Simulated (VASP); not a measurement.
# LaSn3B (Pm-3m) in VASP: density of states with PBE

Aim: the density of states of LaSn3B with PBE.

Everything below comes from runs of VASP 6.6.1. Logs are shortened: lines on timing, memory, paths and dates and some standing lists are left out, and cuts for length are marked.

**1. The cell of the first run**

The structure is cubic, space group Pm-3m (No. 221). The conventional cell has a = 4.789 Å, b = 4.789 Å, c = 4.789 Å, α = 90.00°, β = 90.00°, γ = 90.00°. Within 3.2 Å of B (site symmetry m-3m) lie 6 Sn at 2.39 Å. Within 3.2 Å of Sn (site symmetry 4/mmm) lie 2 B at 2.39 Å. La (site symmetry m-3m) has 12 Sn at 3.39 Å and 8 B at 4.15 Å within 4.5 Å.

**2. Density of states, PBE**

Input file POSCAR:

```
LaSn3B
1.0
    4.7890790000      0.0000000000      0.0000000000
    0.0000000000      4.7890790000      0.0000000000
    0.0000000000      0.0000000000      4.7890790000
B Sn La
1 3 1
Direct
    0.5000000000      0.5000000000      0.5000000000
    0.0000000000      0.5000000000      0.5000000000
    0.5000000000      0.0000000000      0.5000000000
    0.5000000000      0.5000000000      0.0000000000
    0.0000000000      0.0000000000      0.0000000000
```

Input file INCAR.step1:

```
PREC     = Accurate       # precision mode
ENCUT    = 520            # plane-wave cutoff, eV
EDIFF    = 1E-6           # SCF threshold, eV
ISMEAR   = -1             # smearing method
SIGMA    = 0.1            # smearing width, eV
LREAL    = F              # projectors in reciprocal space
LASPH    = T              # aspherical terms in the spheres
NELM     = 80             # most SCF steps
ALGO     = Normal         # electronic algorithm
ISIF     = 2              # what is computed and relaxed
LWAVE    = F              # write WAVECAR
LCHARG   = T              # write CHGCAR
LMAXMIX  = 6              # l up to which the mixer works
GGA      = PE             # functional
NBANDS   = 36             # bands
```

Input file KPOINTS.step1:

```
Automatic mesh
0
Gamma
  7 7 7
```

Input file INCAR.step2:

```
PREC     = Accurate       # precision mode
ENCUT    = 520            # plane-wave cutoff, eV
EDIFF    = 1E-6           # SCF threshold, eV
ISMEAR   = -5             # smearing method
SIGMA    = 0.1            # smearing width, eV
LREAL    = F              # projectors in reciprocal space
LASPH    = T              # aspherical terms in the spheres
NELM     = 80             # most SCF steps
ALGO     = Normal         # electronic algorithm
ISIF     = 2              # what is computed and relaxed
LWAVE    = F              # write WAVECAR
LCHARG   = F              # write CHGCAR
LMAXMIX  = 6              # l up to which the mixer works
GGA      = PE             # functional
LORBIT   = 11             # projections on sites
NBANDS   = 36             # bands
NEDOS    = 2001           # points of the DOS
ICHARG   = 11             # starting density
```

Input file KPOINTS.step2:

```
Automatic mesh
0
Gamma
  11 11 11
```

Potentials or basis: VASP PAW PBE potentials, release 64 (B, Sn_d, La).

Run with:

```bash
cat potpaw_PBE.64/B/POTCAR potpaw_PBE.64/Sn_d/POTCAR potpaw_PBE.64/La/POTCAR > POTCAR
cp INCAR.step1 INCAR
cp KPOINTS.step1 KPOINTS
mpirun -np 1 vasp_std > vasp.out
cp INCAR.step2 INCAR
cp KPOINTS.step2 KPOINTS
mpirun -np 1 vasp_std > vasp.out
```

OUTCAR:

```text
PREC = Accurate
   ENCUT = 520
   EDIFF = 1E-6
   ISMEAR = -5
   LREAL = F
   LASPH = T
   NELM = 80
   ISIF = 2
   GGA = PE
   LORBIT = 11
   ICHARG = 11

 ion  position               nearest neighbor table
   1  0.500  0.500  0.500-   2 2.39   3 2.39   4 2.39   4 2.39   3 2.39   2 2.39
   2  0.000  0.500  0.500-   1 2.39   1 2.39   4 3.39   5 3.39   4 3.39   5 3.39   3 3.39   5 3.39
                             5 3.39   3 3.39   3 3.39   4 3.39   4 3.39   3 3.39
   3  0.500  0.000  0.500-   1 2.39   1 2.39   4 3.39   5 3.39   4 3.39   5 3.39   2 3.39   2 3.39
                             4 3.39   4 3.39   2 3.39   5 3.39   5 3.39   2 3.39
   4  0.500  0.500  0.000-   1 2.39   1 2.39   3 3.39   5 3.39   2 3.39   2 3.39   3 3.39   3 3.39
                             5 3.39   3 3.39   2 3.39   5 3.39   2 3.39   5 3.39
   5  0.000  0.000  0.000-   2 3.39   3 3.39   4 3.39   2 3.39   3 3.39   2 3.39   4 3.39   2 3.39
                             3 3.39   4 3.39   3 3.39   4 3.39

  LATTYP: Found a simple cubic cell.
 ALAT       =     4.7890790000

  Lattice vectors:

 A1 = (   4.7890790000,   0.0000000000,   0.0000000000)
 A2 = (   0.0000000000,   4.7890790000,   0.0000000000)
 A3 = (   0.0000000000,   0.0000000000,   4.7890790000)

Analysis of symmetry for initial positions (statically):
=====================================================================
 Subroutine PRICEL returns:
 Original cell was already a primitive cell.

 Routine SETGRP: Setting up the symmetry group for a
 simple cubic supercell.

 Subroutine GETGRP returns: Found 48 space group operations
 (whereof 48 operations were pure point group operations)
 out of a pool of 48 trial point group operations.

The static configuration has the point symmetry O_h .

Analysis of symmetry for dynamics (positions and initial velocities):
=====================================================================
 Subroutine PRICEL returns:
 Original cell was already a primitive cell.

 Routine SETGRP: Setting up the symmetry group for a
 simple cubic supercell.

 Subroutine GETGRP returns: Found 48 space group operations
 (whereof 48 operations were pure point group operations)
 out of a pool of 48 trial point group operations.

The dynamic configuration has the point symmetry O_h .

 Subroutine INISYM returns: Found 48 space group operations
 (whereof 48 operations are pure point group operations),
 and found     1 'primitive' translations

----------------------------------------------------------------------------------------

                                     Primitive cell

  volume of cell :     109.8389

  direct lattice vectors                    reciprocal lattice vectors
     4.789079000  0.000000000  0.000000000     0.208808416  0.000000000  0.000000000
     0.000000000  4.789079000  0.000000000     0.000000000  0.208808416  0.000000000
     0.000000000  0.000000000  4.789079000     0.000000000  0.000000000  0.208808416

  length of vectors
     4.789079000  4.789079000  4.789079000     0.208808416  0.208808416  0.208808416

  position of ions in fractional coordinates (direct lattice)
     0.500000000  0.500000000  0.500000000
     0.000000000  0.500000000  0.500000000
     0.500000000  0.000000000  0.500000000
     0.500000000  0.500000000  0.000000000
     0.000000000  0.000000000  0.000000000

  ion indices of the primitive-cell ions
   primitive index   ion index
                 1           1
                 2           2
                 3           3
                 4           4
                 5           5

----------------------------------------------------------------------------------------

 KPOINTS: Automatic mesh

Automatic generation of k-mesh.
 Grid dimensions read from file:
 generate k-points for:   11   11   11

 Generating k-lattice:

  Cartesian coordinates                     Fractional coordinates (reciprocal lattice)
     0.018982583  0.000000000  0.000000000     0.090909091  0.000000000  0.000000000
     0.000000000  0.018982583  0.000000000     0.000000000  0.090909091  0.000000000
     0.000000000  0.000000000  0.018982583     0.000000000  0.000000000  0.090909091

  Length of vectors
     0.018982583  0.018982583  0.018982583

  Shift w.r.t. Gamma in fractional coordinates (k-lattice)
     0.000000000  0.000000000  0.000000000

 TETIRR: Found    651 inequivalent tetrahedra from     7986

 Subroutine IBZKPT returns following result:
 ===========================================

 Found     56 irreducible k-points:

 Following reciprocal coordinates:
            Coordinates               Weight
  0.000000  0.000000  0.000000      1.000000
  0.090909  0.000000  0.000000      6.000000
  0.181818  0.000000  0.000000      6.000000
  0.272727  0.000000  0.000000      6.000000
  0.363636  0.000000  0.000000      6.000000
  0.454545  0.000000  0.000000      6.000000
[... 16 lines left out ...]
  0.181818  0.090909  0.090909     24.000000
  0.272727  0.090909  0.090909     24.000000
 [... further k-points ...]
   k-points           NKPTS =     56   k-points in BZ     NKDIM =     56   number of bands    NBANDS=     36
   number of dos      NEDOS =   2001   number of ions     NIONS =      5
   total plane-waves  NPLWV =  46656
   dimension x,y,z NGX =    36 NGY =   36 NGZ =   36
   dimension x,y,z NGXF=    72 NGYF=   72 NGZF=   72
   ions per type =               1   3   1
   NGX,Y,Z   is equivalent  to a cutoff of  12.50, 12.50, 12.50 a.u.
   NGXF,Y,Z  is equivalent  to a cutoff of  24.99, 24.99, 24.99 a.u.
 SYSTEM =  unknown system
   PREC   = accura    normal or accurate (medium, high low for compatibility)
   ISTART =      0    job   : 0-new  1-cont  2-samecut
   ICHARG =     11    charge: 1-file 2-atom 10-const
   ISPIN  =      1    spin polarized calculation?
   LNONCOLLINEAR =      F non collinear calculations
   LSORBIT =      F    spin-orbit coupling
   LASPH  =      T    aspherical Exc in radial PAW
   ENCUT  =  520.0 eV  38.22 Ry    6.18 a.u.   8.90  8.90  8.90*2*pi/ulx,y,z
   NELM   =     80;   NELMIN=  2; NELMDL=  0     # of ELM steps
   EDIFF  = 0.1E-05   stopping-criterion for ELM
   LREAL  =      F    real-space projection
   EDIFFG = 0.1E-04   stopping-criterion for IOM
   NSW    =      0    number of steps for IOM
   IBRION =     -1    ionic relax: 0-MD 1-quasi-New 2-CG
   NFREE  =      0    steps in history (QN), initial steepest desc. (CG)
   ISIF   =      2    stress and relaxation
   ISYM   =      2    0-nonsym 1-usesym 2-fastsym
   POTIM  = 0.5000    time-step for ionic-motion
   TEBEG  =    0.0;   TEEND  =   0.0 temperature during run
   PSTRESS=    0.0 pullay stress
   NELECT =      56.0000    total number of electrons
   NUPDOWN=      -1.0000    fix difference up-down
   EMIN   =  10.00;   EMAX   =-10.00  energy-range for DOS
   EFERMI =   0.00;   METHOD = LEGACY
   ISMEAR =    -5;   SIGMA  =   0.10  broadening in eV -4-tet -1-fermi 0-gaus
   EFERMI_NEDOS =   21; number of points for ismear=-14 and -15
   IALGO  =     38    algorithm
   IMIX   =      4    mixing-type and parameters
     AMIX     =   0.40;   BMIX     =  1.00
     AMIX_MAG =   1.60;   BMIX_MAG =  1.00
  volume/ion in A,a.u.               =      21.97       148.25
  Fermi-wavevector in a.u.,A,eV,Ry     =   1.307833  2.471445 23.271761  1.710426
  Thomas-Fermi vector in A             =   2.438541
   LORBIT       =     11    0 simple, 1 ext, 2 COOP (PROOUT), +10 PAW based schemes
   GGA     = PE    functional components
   LHFCALC =     F    Hartree Fock is set to
   AEXX    =    0.0000 exact exchange contribution
   IVDW    =     0    specifies the selected vdW correction
   LEPSILON=     F    determine dielectric tensor
   LRPA    =     F    only Hartree local field effects (RPA)
 non-spin polarized calculation
 Fermi weights with tetrahedron method with Bloechl corrections
  energy-cutoff  :      520.00
  volume of cell :      109.84
 maximum number of plane-waves:      2983
 NGX is ok and might be reduce to    36

 number of electron      56.0000044 magnetization

 Free energy of the ion-electron system (eV)
  ---------------------------------------------------
  ext. energy  EPLUGINS =         0.00000000
  ---------------------------------------------------
  free energy    TOTEN  =       -21.88615275 eV

  energy without entropy =      -21.88615275  energy(sigma->0) =      -21.88615275

 E-fermi :   9.6403     XC(G=0): -10.8531

 val. band max:        9.8514564029   @ k =   0.0909   0.0000   0.0000
 cond. band min:       9.5379560210   @ k =   0.3636   0.1818   0.0000
 fundamental gap:     -0.3135003819
 Fermi energy:         9.6402734914

 k-point     1 :       0.0000    0.0000    0.0000
  band No.  band energies     occupation
      1     -23.1783      2.00000
      2     -11.9619      2.00000
      3     -11.8668      2.00000
      4     -11.8668      2.00000
      5     -11.8668      2.00000
      6     -11.7976      2.00000
[... 28 lines left out ...]
     35      11.3168      0.00000
     36      11.5832      0.00000

 k-point     2 :       0.0909    0.0000    0.0000
  band No.  band energies     occupation
      1     -23.1779      2.00000
      2     -11.9581      2.00000
      3     -11.8659      2.00000
      4     -11.8629      2.00000
      5     -11.8629      2.00000
      6     -11.7974      2.00000
[... 28 lines left out ...]
     35      11.3149      0.00000
     36      11.6052      0.00000
[... 817 lines left out ...]
     35      11.4735      0.00000
     36      11.6411      0.00000

 k-point    24 :       0.2727    0.0909    0.0909
  band No.  band energies     occupation
      1     -23.1750      2.00000
      2     -11.9249      2.00000
      3     -11.8534      2.00000
      4     -11.8326      2.00000
      5     -11.8319      2.00000
      6     -11.7934      2.00000
[... 28 lines left out ...]
     35      11.6013      0.00000
     36      11.6433      0.00000

 [... further k-points ...]
[... 5 lines left out ...]
  --------------------------------------------------------------------------------------
  -------------------------------------------------------------------------------------
  Total        5.5651933      5.5651933      5.5651933      0.0000000      0.0000000      0.0000000
  in kB       81.1773435     81.1773435     81.1773435      0.0000000      0.0000000      0.0000000
  external PRESSURE =      81.1773435 kB  Pullay stress =       0.0000000 kB

 VOLUME and BASIS-vectors are now :
 -----------------------------------------------------------------------------
  energy-cutoff  :      520.00
  volume of cell :      109.84
      direct lattice vectors                 reciprocal lattice vectors
     4.789079000  0.000000000  0.000000000     0.208808416  0.000000000  0.000000000
     0.000000000  4.789079000  0.000000000     0.000000000  0.208808416  0.000000000
     0.000000000  0.000000000  4.789079000     0.000000000  0.000000000  0.208808416

 POSITION                                       TOTAL-FORCE (eV/Angst)
 -----------------------------------------------------------------------------------
      2.39454      2.39454      2.39454         0.000000      0.000000      0.000000
      0.00000      2.39454      2.39454         0.000000      0.000000      0.000000
      2.39454      0.00000      2.39454         0.000000      0.000000      0.000000
      2.39454      2.39454      0.00000         0.000000      0.000000      0.000000
      0.00000      0.00000      0.00000         0.000000      0.000000      0.000000
 -----------------------------------------------------------------------------------
    total drift:                                0.000000      0.000000      0.000000

  FREE ENERGIE OF THE ION-ELECTRON SYSTEM (eV)
  ---------------------------------------------------
  free  energy   TOTEN  =       -21.8861527507 eV

  energy  without entropy=      -21.8861527507  energy(sigma->0) =      -21.88615275

 total charge

# of ion       s       p       d       f       tot
--------------------------------------------------
    1        0.794   0.905   0.000   0.000   1.699
    2        1.217   1.133  10.017   0.000  12.367
    3        1.217   1.133  10.017   0.000  12.367
    4        1.217   1.133  10.017   0.000  12.367
    5        2.020   5.606   0.815   0.169   8.609
--------------------------------------------------
tot          6.466   9.910  30.866   0.169  47.410
```

Wall time 3.8 min (1 thread of AMD EPYC 7R43 (Zen 3), shared host); peak memory 0.32 GiB.

Results:

| Property | Result |
| --- | --- |
| Valence electrons inside the program's atomic spheres | B 1.70; Sn 12.37; La 8.61 |

Levels at points of the mesh, in eV from the Fermi level:
```
           k point  band 24  band 25  band 26  band 27  band 28  band 29  band 30  band 31  band 32  band 33
(0.00, 0.00, 0.00)    -4.80    -4.80    -2.74     0.66     0.66     0.66     1.35     1.35     1.36     1.65
```

Caveat: spin-orbit coupling is left out, which moves the levels of the heavy elements; tetrahedron occupations give inexact forces and stress in metals.
